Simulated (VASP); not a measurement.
Set up this calculation in VASP 6.6.1, as the native input.

```
Task                   : single point
Functional             : PBE
Potentials or basis    : VASP PAW PBE potentials, release 64 (P, Ga_d, As)
Cutoff                 : 500 eV
k mesh                 : 6 × 6 × 2
Occupations            : fermi-dirac, width 0.02 eV
Spin                   : no spin polarisation
Dipole correction      : no
Further INCAR settings : ALGO = Normal; EDIFF = 1e-06; NBANDS = 46
```

The structure of Ga4As3P lies in POSCAR:

```
Ga4As3P
1.0
    3.9706267320      0.0000000000      0.0000000000
    0.0000000000      3.9706267320      0.0000000000
    0.0000000000      0.0000000000     11.2099046173
P Ga As
1 4 3
Direct
    0.0000000000      0.0000000000      0.0000000000
    0.0000000000      0.5000000000      0.8814179681
    0.5000000000      0.0000000000      0.6272124747
    0.0000000000      0.5000000000      0.3727875253
    0.5000000000      0.0000000000      0.1185820319
    0.5000000000      0.5000000000      0.7542327629
    0.0000000000      0.0000000000      0.5000000000
    0.5000000000      0.5000000000      0.2457672371
```

One way to write it, as run:

INCAR

```
ALGO     = Normal         # electronic algorithm
EDIFF    = 1E-6           # SCF threshold, eV
ENCUT    = 500            # plane-wave cutoff, eV
GGA      = PE             # functional
GGA_COMPAT= F            
ISIF     = 2              # what is computed and relaxed
ISMEAR   = -1             # smearing method
LASPH    = T              # aspherical terms in the spheres
LCHARG   = T              # write CHGCAR
LELF     = T              # ELF
LREAL    = F              # projectors in reciprocal space
LVHAR    = T            
LWAVE    = F              # write WAVECAR
NBANDS   = 46             # bands
NELM     = 120            # most SCF steps
PREC     = Accurate       # precision mode
SIGMA    = 0.02           # smearing width, eV
```

KPOINTS

```
k-points
0
Gamma
  6 6 2
```

Potentials or basis: VASP PAW PBE potentials, release 64 (P, Ga_d, As).

Launch:

```console
$ cat potpaw_PBE.64/P/POTCAR potpaw_PBE.64/Ga_d/POTCAR potpaw_PBE.64/As/POTCAR > POTCAR
$ mpirun -np 1 vasp_std > vasp.out
```

Results of the run:

```json
{"Pressure": "2.8 GPa", "Largest force": "0.070 eV/Å", "Band gap on the k mesh": "0.77 eV"}
```

Caveat: semilocal functionals underestimate gaps, and a narrow one can read as zero.

Run time: 2.4 min on 1 thread of Intel(R) Xeon(R) 6975P-C (Granite Rapids), with other jobs on the host, peak memory 0.31 GiB.
